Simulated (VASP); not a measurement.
HgTe:

```
CELL_PARAMETERS angstrom
0.00000 3.32685 3.32685
3.32685 0.00000 3.32685
3.32685 3.32685 0.00000
ATOMIC_POSITIONS crystal
Hg 0.00000 0.00000 0.00000
Te 0.25000 0.25000 0.25000
```

- Program: VASP 6.6.1
- Task: relaxation of cell and atoms
- Functional: r2SCAN
- Potentials or basis: VASP PAW PBE potentials, release 64 (Hg, Te)
- Cutoff: 600 eV
- k mesh: 6 × 6 × 6
- Occupations: fermi-dirac, width 0.02 eV
- Spin: no spin polarisation

At the start: pressure -1.2 GPa; volume 36.82 Å³/atom.

Q: Where does the relaxation end?

A: Over 3 steps the energy falls by 4.7 meV/atom and the volume is 35.62 Å³/atom (-3.3 %); space group F-43m (No. 216, to 0.1 Å) before and after.

Step by step:
```csv
step,energy change (eV),largest force (eV/Å),pressure (GPa),volume (Å³)
1,0.0000,0.0000,-1.21,73.64
2,-0.0089,0.0000,0.31,70.71
3,-0.0094,0.0000,0.00,71.24
```

Final structure:
```yaml
crystal:
  lattice:
    - [0.00000, 3.29031, 3.29031]
    - [3.29031, 0.00000, 3.29031]
    - [3.29031, 3.29031, 0.00000]
  atoms:
    - { symbol: Hg, position: [0.00000, 0.00000, 0.00000] }
    - { symbol: Te, position: [0.25000, 0.25000, 0.25000] }
```

Caveat: the PAW data sets were made with another functional, which shifts forces and pressure a little.
